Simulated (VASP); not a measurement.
Wanted: the native input for a VASP 6.6.1 run.

```
Task                   : single point
Functional             : PBE
Potentials or basis    : VASP PAW PBE potentials, release 64 (Ge_d, P)
Cutoff                 : 520 eV
k mesh                 : 6 × 6 × 6
Occupations            : gaussian, width 0.01 eV
Spin                   : no spin polarisation
Dipole correction      : no
Further INCAR settings : ALGO = Normal; EDIFF = 1e-07; NBANDS = 75
```

The structure of Ge3P4 lies in POSCAR:

```
Ge3P4
1.0
   -4.1780176370      4.1780176370      4.1780176370
    4.1780176370     -4.1780176370      4.1780176370
    4.1780176370      4.1780176370     -4.1780176370
Ge P
6 8
Direct
    0.2500000000      0.1250000000      0.8750000000
    0.8750000000      0.2500000000      0.1250000000
    0.7500000000      0.3750000000      0.6250000000
    0.6250000000      0.7500000000      0.3750000000
    0.1250000000      0.8750000000      0.2500000000
    0.3750000000      0.6250000000      0.7500000000
    0.4790943870      0.4790943870      0.4790943870
    0.5209056130      0.5000000000      0.0000000000
    0.5000000000      0.0000000000      0.0209056130
    0.0000000000      0.5209056130      0.5000000000
    0.0209056130      0.5000000000      0.0000000000
    0.9790943870      0.9790943870      0.9790943870
    0.0000000000      0.0209056130      0.5000000000
    0.5000000000      0.0000000000      0.5209056130
```

The cell was generated, and may not be a known phase.

One way to write it, as run:

INCAR

```
  PREC = Accurate
  ENCUT = 520
  EDIFF = 1E-7
  ISMEAR = 0
  SIGMA = 0.01
  LREAL = False
  LASPH = True
  NELM = 100
  ALGO = Normal
  ISIF = 2
  LWAVE = False
  LCHARG = True
  GGA = PE
  LELF = True
  LVHAR = True
  NBANDS = 75
```

KPOINTS

```
regular mesh
0
Gamma
  6 6 6
```

Potentials or basis: VASP PAW PBE potentials, release 64 (Ge_d, P).

Command:

```sh
$ cat potpaw_PBE.64/Ge_d/POTCAR potpaw_PBE.64/P/POTCAR > POTCAR
$ mpirun -np 1 vasp_std > vasp.out
```

Results of the run:

The pressure is -0.1 GPa and the band gap on the k mesh is zero (filled and empty bands touch).

Caveat: semilocal functionals underestimate gaps, and a narrow one can read as zero.

Wall time 5.2 min on 1 thread of Intel(R) Xeon(R) Platinum 8488C (Sapphire Rapids) (shared host), peak memory 0.5 GiB.
